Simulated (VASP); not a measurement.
# MoN2 (Pbam) in VASP: a series of runs, part 2 of 2

VASP 6.6.1.

## 4. Single point, PBEsol (strain +0.0375 x Voigt [1, -1, 0, 0, 0, 0])

The input, INCAR:

```
SYSTEM = MoN2
PREC     = Accurate       ! precision mode
ENCUT    = 520            ! plane-wave cutoff, eV
EDIFF    = 1E-6           ! SCF threshold, eV
ISMEAR   = 0              ! smearing method
SIGMA    = 0.15           ! smearing width, eV
LREAL    = .False.        ! projectors in reciprocal space
LASPH    = .True.         ! aspherical terms in the spheres
NELM     = 60             ! most SCF steps
ALGO     = Fast           ! electronic algorithm
ISIF     = 2              ! what is computed and relaxed
LWAVE    = .False.        ! write WAVECAR
LCHARG   = .True.         ! write CHGCAR
GGA      = PS             ! functional
LELF     = .True.         ! ELF
LVHAR    = .True.       
NBANDS   = 33             ! bands
```

The input, KPOINTS:

```
Automatic mesh
0
Gamma
  12 12 18
  0 0 0
```

The input, POSCAR:

```
MoN2
1.0
    4.4473960022      0.0000000000      0.0000000000
    0.0000000000      4.1258974960      0.0000000000
    0.0000000000      0.0000000000      2.7284347069
Mo N
2 4
Direct
    0.5000000000      0.5000000000      0.0000000000
    0.0000000000      0.0000000000      0.0000000000
    0.8872955619      0.3872955619      0.5000000000
    0.1127044381      0.6127044381      0.5000000000
    0.3872955619      0.1127044381      0.5000000000
    0.6127044381      0.8872955619      0.5000000000
```

Potentials or basis: VASP PAW PBE potentials, release 64 (Mo_sv, N).

Run with:

```
$ cat potpaw_PBE.64/Mo_sv/POTCAR potpaw_PBE.64/N/POTCAR > POTCAR
$ mpirun -np 1 vasp_std > vasp.out
```

OUTCAR:

```text
SYSTEM = MoN2
   PREC = Accurate
   ENCUT = 520
   EDIFF = 1E-6
   ISMEAR = 0
   LREAL = .False.
   LASPH = .True.
   NELM = 60
   ISIF = 2
   GGA = PS

 ion  position               nearest neighbor table
   1  0.500  0.500  0.000-   5 2.16   6 2.16   5 2.16   6 2.16   3 2.25   4 2.25   3 2.25   4 2.25
                             2 3.03   2 3.03   2 3.03   2 3.03
   2  0.000  0.000  0.000-   3 2.16   4 2.16   3 2.16   4 2.16   5 2.25   6 2.25   5 2.25   6 2.25
                             1 3.03   1 3.03   1 3.03   1 3.03
   3  0.887  0.387  0.500-   4 1.37   2 2.16   2 2.16   1 2.25   1 2.25
   4  0.113  0.613  0.500-   3 1.37   2 2.16   2 2.16   1 2.25   1 2.25
   5  0.387  0.113  0.500-   6 1.37   1 2.16   1 2.16   2 2.25   2 2.25
   6  0.613  0.887  0.500-   5 1.37   1 2.16   1 2.16   2 2.25   2 2.25

  LATTYP: Found a simple orthorhombic cell.
 ALAT       =     2.7284347069
 B/A-ratio  =     1.5121848016
 C/A-ratio  =     1.6300173836

  Lattice vectors:

 A1 = (   0.0000000000,   0.0000000000,  -2.7284347069)
 A2 = (   0.0000000000,   4.1258974960,   0.0000000000)
 A3 = (   4.4473960022,   0.0000000000,   0.0000000000)

Analysis of symmetry for initial positions (statically):
=====================================================================
 Subroutine PRICEL returns:
 Original cell was already a primitive cell.

 Routine SETGRP: Setting up the symmetry group for a
 simple orthorhombic supercell.

 Subroutine GETGRP returns: Found  8 space group operations
 (whereof  4 operations were pure point group operations)
 out of a pool of  8 trial point group operations.

The static configuration has the point symmetry C_2h.
 The point group associated with its full space group is D_2h.

Analysis of symmetry for dynamics (positions and initial velocities):
=====================================================================
[... 141 lines left out ...]
  Fermi-wavevector in a.u.,A,eV,Ry     =   1.614269  3.050527 35.454949  2.605865
  Thomas-Fermi vector in A             =   2.709205
   LORBIT       =      0    0 simple, 1 ext, 2 COOP (PROOUT), +10 PAW based schemes
   GGA     = PS    functional components
   LHFCALC =     F    Hartree Fock is set to
   AEXX    =    0.0000 exact exchange contribution
   IVDW    =     0    specifies the selected vdW correction
   LEPSILON=     F    determine dielectric tensor
   LRPA    =     F    only Hartree local field effects (RPA)
 non-spin polarized calculation
 RMM-DIIS sequential band-by-band and
 Gauss-broadening in eV      SIGMA  =   0.15
  energy-cutoff  :      520.00
  volume of cell :       50.07
 maximum number of plane-waves:      1372
 NGX is ok and might be reduce to    36
   NGX = 17   NGY = 15   NGZ = 11

 number of electron      47.9999998 magnetization

 Free energy of the ion-electron system (eV)
  ---------------------------------------------------
  ext. energy  EPLUGINS =         0.00000000
  ---------------------------------------------------
  free energy    TOTEN  =       -58.53975297 eV

  energy without entropy =      -58.52094167  energy(sigma->0) =      -58.53034732

 E-fermi :  12.7122     XC(G=0): -14.1129

 val. band max:       12.7120867841   @ k =   0.2500   0.4167   0.1111
 cond. band min:      12.7138234242   @ k =   0.4167   0.4167   0.0556
 fundamental gap:      0.0017366401
 Fermi energy:        12.7121945968

 k-point     1 :       0.0000    0.0000    0.0000
  band No.  band energies     occupation
      1     -49.2566      2.00000
      2     -49.1843      2.00000
      3     -23.5698      2.00000
      4     -23.4858      2.00000
      5     -23.1422      2.00000
      6     -23.1292      2.00000
[... 853 lines left out ...]
     32      17.9713      0.00000
     33      19.6113      0.00000

 [... further k-points ...]

------------------------ aborting loop because EDIFF is reached ----------------------------------------

  FORCE on cell =-STRESS in cart. coord.  units (eV):
  Direction    XX          YY          ZZ          XY          YZ          ZX
  --------------------------------------------------------------------------------------
  -------------------------------------------------------------------------------------
  Total       -5.8613088      7.8093397      0.6502994      0.0000000      0.0000000      0.0000000
  in kB     -187.5717291    249.9119913     20.8106728      0.0000000      0.0000000      0.0000000
  external PRESSURE =      27.7169783 kB  Pullay stress =       0.0000000 kB

 VOLUME and BASIS-vectors are now :
 -----------------------------------------------------------------------------
  energy-cutoff  :      520.00
  volume of cell :       50.07
      direct lattice vectors                 reciprocal lattice vectors
     4.447396002  0.000000000  0.000000000     0.224850677  0.000000000  0.000000000
     0.000000000  4.125897496  0.000000000     0.000000000  0.242371508  0.000000000
     0.000000000  0.000000000  2.728434707     0.000000000  0.000000000  0.366510511

 POSITION                                       TOTAL-FORCE (eV/Angst)
 -----------------------------------------------------------------------------------
      2.22370      2.06295      0.00000         0.000000      0.000000      0.000000
      0.00000      0.00000      0.00000         0.000000      0.000000      0.000000
      3.94615      1.59794      1.36422         0.209832     -0.304524     -0.000000
      0.50124      2.52796      1.36422        -0.209832      0.304524      0.000000
      1.72246      0.46501      1.36422         0.209832      0.304524      0.000000
      2.72494      3.66089      1.36422        -0.209832     -0.304524      0.000000
 -----------------------------------------------------------------------------------
    total drift:                                0.000000      0.000000      0.000000

  FREE ENERGIE OF THE ION-ELECTRON SYSTEM (eV)
  ---------------------------------------------------
  free  energy   TOTEN  =       -58.5397529739 eV

  energy  without entropy=      -58.5209416693  energy(sigma->0) =      -58.53034732
```

It took 14 min on 1 thread of Oxide Virtual Turin-like, shared host; peak memory 0.61 GiB.

Results:

```yaml
Free_energy: -58.5398 eV
Pressure: 2.8 GPa
Largest_force: 0.370 eV/Å
Band_gap_on_the_k_mesh: zero (bands 24 and 25 overlap by 2.18 eV)
```

Forces on the atoms (eV/Å):
```
Mo   0.000  0.000  0.000
Mo   0.000  0.000  0.000
N    0.210 -0.305  0.000
N   -0.210  0.305  0.000
N    0.210  0.305  0.000
N   -0.210 -0.305  0.000
```

Caveat: the cell differs from its parent crystal (strain +0.0375 x Voigt [1, -1, 0, 0, 0, 0]); the stress differs along the axes, from -19 to 25 GPa; the PAW data sets were made with another functional, which shifts forces and pressure a little.

## 5. Single point, PBEsol (strain +0.1125 x Voigt [1, -1, 0, 0, 0, 0])

The input, INCAR:

```
SYSTEM = MoN2
PREC = Accurate
ENCUT = 520
EDIFF = 1E-6
ISMEAR = 0
SIGMA = 0.15
LREAL = .False.
LASPH = .True.
NELM = 60
ALGO = Fast
ISIF = 2
LWAVE = .False.
LCHARG = .True.
GGA = PS
LELF = .True.
LVHAR = .True.
NBANDS = 33
```

The input, KPOINTS:

```
regular mesh
0
Gamma
  12 12 18
  0 0 0
```

POSCAR, as its differences from that of step 4:

```diff
@@ -2,4 +2,4 @@
 1.0
-    4.4473960022      0.0000000000      0.0000000000
-    0.0000000000      4.1258974960      0.0000000000
+    4.7688945084      0.0000000000      0.0000000000
+    0.0000000000      3.8043989898      0.0000000000
     0.0000000000      0.0000000000      2.7284347069
```

Run with:

```
$ cat potpaw_PBE.64/Mo_sv/POTCAR potpaw_PBE.64/N/POTCAR > POTCAR
$ mpirun -np 1 vasp_std > vasp.out
```

Wall time 18 min (1 thread of Oxide Virtual Turin-like, shared host); peak memory 0.6 GiB.

The run converged. Its results:

| Property | Result |
| --- | --- |
| Free energy | -56.5106 eV |
| Pressure | 18.7 GPa |
| Largest force | 0.932 eV/Å |
| Band gap on the k mesh | zero (bands 24 and 25 overlap by 0.98 eV) |

Forces in eV/Å, atoms in the order of the input:
```
Mo   0.000  0.000  0.000
Mo   0.000  0.000  0.000
N    0.908 -0.211  0.000
N   -0.908  0.211  0.000
N    0.908  0.211  0.000
N   -0.908 -0.211  0.000
```

Stress tensor (GPa, compression positive):
```
-41.68   0.00   0.00
  0.00  78.67   0.00
  0.00   0.00  19.03
```

Levels at points of the mesh, in eV from the Fermi level:
```csv
k point,band 21,band 22,band 23,band 24,band 25,band 26,band 27,band 28
"(0.00, 0.00, 0.00)",-3.99,-3.26,-1.64,-1.56,0.11,0.95,0.98,1.47
"(0.50, 0.00, 0.00)",-2.99,-2.99,-0.93,-0.93,-0.45,-0.45,1.22,1.22
"(0.00, 0.50, 0.00)",-1.77,-1.77,-1.52,-1.52,-0.15,-0.15,2.96,2.96
"(0.50, 0.50, 0.00)",-0.72,-0.72,0.22,0.22,0.59,0.59,0.71,0.71
"(0.00, 0.00, 0.50)",-2.70,-1.57,-0.33,-0.24,0.76,1.67,2.00,2.82
"(0.50, 0.00, 0.50)",-2.98,-2.98,-1.35,-1.35,2.71,2.71,3.40,3.40
"(0.00, 0.50, 0.50)",-2.64,-2.64,-0.75,-0.75,0.90,0.90,1.64,1.64
"(0.50, 0.50, 0.50)",-4.80,-4.80,-1.16,-1.16,2.49,2.49,2.91,2.91
```

Caveat: the cell differs from its parent crystal (strain +0.1125 x Voigt [1, -1, 0, 0, 0, 0]); the stress differs along the axes, from -42 to 79 GPa; the PAW data sets were made with another functional, which shifts forces and pressure a little.

## 6. Single point, PBEsol (strain +0.0937 x Voigt [1, -1, 0, 0, 0, 0])

INCAR, as its differences from that of step 5:

```diff
@@ -12,6 +12,4 @@
 LWAVE = .False.
-LCHARG = .True.
+LCHARG = .False.
 GGA = PS
-LELF = .True.
-LVHAR = .True.
 NBANDS = 33
```

The input, KPOINTS:

```
Automatic mesh
0
Gamma
  12 12 18
  0 0 0
```

POSCAR, as its differences from that of step 5:

```diff
@@ -2,4 +2,4 @@
 1.0
-    4.7688945084      0.0000000000      0.0000000000
-    0.0000000000      3.8043989898      0.0000000000
+    4.6883055495      0.0000000000      0.0000000000
+    0.0000000000      3.8849879487      0.0000000000
     0.0000000000      0.0000000000      2.7284347069
```

Potentials or basis: VASP PAW PBE potentials, release 64 (Mo_sv, N).

Run with:

```
$ cat potpaw_PBE.64/Mo_sv/POTCAR potpaw_PBE.64/N/POTCAR > POTCAR
$ mpirun -np 1 vasp_std > vasp.out
```

It took 18 min on 1 thread of Oxide Virtual Turin-like, shared host; peak memory 0.61 GiB.

Results (log left out):

```
Free energy            : -57.1974 eV
Pressure               : 13.1 GPa
Largest force          : 0.781 eV/Å
Band gap on the k mesh : zero (bands 24 and 25 overlap by 1.31 eV)
```

Forces on the atoms (eV/Å):
```
Mo   0.000  0.000  0.000
Mo   0.000  0.000  0.000
N    0.711 -0.322  0.000
N   -0.711  0.322  0.000
N    0.711  0.322  0.000
N   -0.711 -0.322  0.000
```

Stress tensor (GPa, compression positive):
```
-39.81   0.00   0.00
  0.00  65.56   0.00
  0.00   0.00  13.68
```

Levels at points of the mesh, in eV from the Fermi level:
| k point | band 20 | band 21 | band 22 | band 23 | band 24 | band 25 | band 26 | band 27 | band 28 | band 29 |
| --- | --- | --- | --- | --- | --- | --- | --- | --- | --- | --- |
| (0.00, 0.00, 0.00) | -4.18 | -3.83 | -3.21 | -1.73 | -1.73 | 0.17 | 0.89 | 0.99 | 1.54 | 2.46 |
| (0.50, 0.00, 0.00) | -5.15 | -2.84 | -2.84 | -0.88 | -0.88 | -0.59 | -0.59 | 1.36 | 1.36 | 3.06 |
| (0.00, 0.50, 0.00) | -3.59 | -1.82 | -1.82 | -1.53 | -1.53 | -0.20 | -0.20 | 3.13 | 3.13 | 3.39 |
| (0.50, 0.50, 0.00) | -3.58 | -0.79 | -0.79 | 0.28 | 0.28 | 0.56 | 0.56 | 0.77 | 0.77 | 2.71 |
| (0.00, 0.00, 0.50) | -2.94 | -2.75 | -1.64 | -0.09 | 0.23 | 0.83 | 1.80 | 2.23 | 2.75 | 2.86 |
| (0.50, 0.00, 0.50) | -4.39 | -2.91 | -2.91 | -1.34 | -1.34 | 2.76 | 2.76 | 3.60 | 3.60 | 3.64 |
| (0.00, 0.50, 0.50) | -5.00 | -2.61 | -2.61 | -0.86 | -0.86 | 1.26 | 1.26 | 1.80 | 1.80 | 3.87 |
| (0.50, 0.50, 0.50) | -5.58 | -5.00 | -5.00 | -1.27 | -1.27 | 2.50 | 2.50 | 3.10 | 3.10 | 4.24 |

Caveat: the cell differs from its parent crystal (strain +0.0937 x Voigt [1, -1, 0, 0, 0, 0]); the stress differs along the axes, from -40 to 66 GPa; the PAW data sets were made with another functional, which shifts forces and pressure a little.

## 7. Overview

| cell | gap on the mesh (eV) | pressure (GPa) | largest force (eV/Å) |
| --- | --- | --- | --- |
| a = 3.965, b = 4.608, c = 2.728 Å, 6 atoms | none | 8.7 | 0.66 |
| a = 4.528, b = 4.046, c = 2.728 Å, 6 atoms | none | 5.2 | 0.52 |
| a = 4.447, b = 4.126, c = 2.728 Å, 6 atoms | none | 2.8 | 0.37 |
| a = 4.769, b = 3.804, c = 2.728 Å, 6 atoms | none | 18.7 | 0.93 |
| a = 4.688, b = 3.885, c = 2.728 Å, 6 atoms | none | 13.1 | 0.78 |

Alike in all rows: task single point; level PBEsol; potentials or basis VASP PAW PBE potentials, release 64 (Mo_sv, N); no spin polarisation; k mesh 12 × 12 × 18; cutoff (eV) 520; smearing gaussian 0.15 eV.

Caveats: the PAW data sets were made with another functional, which shifts forces and pressure a little; the stress differs along the axes, from -34 to 52 GPa (at least some runs); the stress differs along the axes, from -27 to 38 GPa (at least some runs); the stress differs along the axes, from -19 to 25 GPa (at least some runs); the stress differs along the axes, from -42 to 79 GPa (at least some runs); the stress differs along the axes, from -40 to 66 GPa (at least some runs).

Total energies depend on the potentials used, so only differences within one code and one set of settings carry meaning.
